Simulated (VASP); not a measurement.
The system is Ho2O.

```
CELL_PARAMETERS angstrom
3.49261 -2.65237 0.00000
3.49261 2.65237 0.00000
0.00000 0.00000 6.77055
ATOMIC_POSITIONS crystal
Ho 0.18264 0.18264 0.00000
Ho 0.81736 0.81736 0.50000
Ho 0.81736 0.81736 0.00000
Ho 0.18264 0.18264 0.50000
O 0.86198 0.13802 0.25000
O 0.13802 0.86198 0.75000
```

The cell was generated, and may not be a known phase.

* Program: VASP 6.6.1
* Task: relaxation of cell and atoms
* Functional: PBE
* Potentials or basis: VASP PAW PBE potentials, release 64 (Ho_3, O), 4f in core
* Cutoff: 600 eV
* k mesh: 4 × 4 × 3
* Occupations: gaussian, width 0.2 eV
* Spin: no spin polarisation

At the start: pressure 13.3 GPa; volume 20.91 Å³/atom.

Task: How do energy, volume and symmetry change on relaxing?

Result: Over 14 steps the energy falls by 819.0 meV/atom and the volume is 26.26 Å³/atom (+25.6 %); space group Cmcm (No. 63, to 0.1 Å) before and after.

The path:
```tsv
step	energy change (eV)	largest force (eV/Å)	pressure (GPa)	volume (Å³)
1	0.0000	2.5424	13.27	125.44
2	-2.1842	1.7273	-4.08	159.19
3	-2.1846	1.7428	-4.41	160.37
4	-3.6978	1.8831	-3.24	160.63
5	-3.7537	1.8397	-2.81	160.35
6	-4.0985	1.1673	2.86	149.37
7	-4.0985	1.1573	2.96	149.23
8	-4.3962	0.8944	2.22	150.41
9	-4.6398	0.4043	0.67	152.59
10	-4.8477	0.2310	-0.01	155.79
11	-4.9027	0.1466	-0.52	158.39
12	-4.9056	0.2081	0.74	156.63
13	-4.9094	0.0918	0.19	157.39
14	-4.9137	0.0788	0.04	157.54
```

Final structure:
```yaml
crystal:
  lattice:
    - [3.57967, -3.50275, 0.00000]
    - [3.57967, 3.50275, 0.00000]
    - [0.00000, 0.00000, 6.28218]
  atoms:
    - { symbol: Ho, position: [0.22263, 0.22263, 0.00000] }
    - { symbol: Ho, position: [0.77736, 0.77736, 0.50000] }
    - { symbol: Ho, position: [0.77736, 0.77736, 0.00000] }
    - { symbol: Ho, position: [0.22263, 0.22263, 0.50000] }
    - { symbol: O, position: [0.97659, 0.02341, 0.25000] }
    - { symbol: O, position: [0.02341, 0.97659, 0.75000] }
```

Caveat: the k points lie up to 0.33 Å⁻¹ apart in the final cell; the volume moved by over 15 % at a fixed basis, so the end points are rough; the run has no spin polarisation, though such a crystal can be magnetic; the relaxation stopped at a loose force limit of 0.08 eV/Å, so its end isn't a converged minimum.
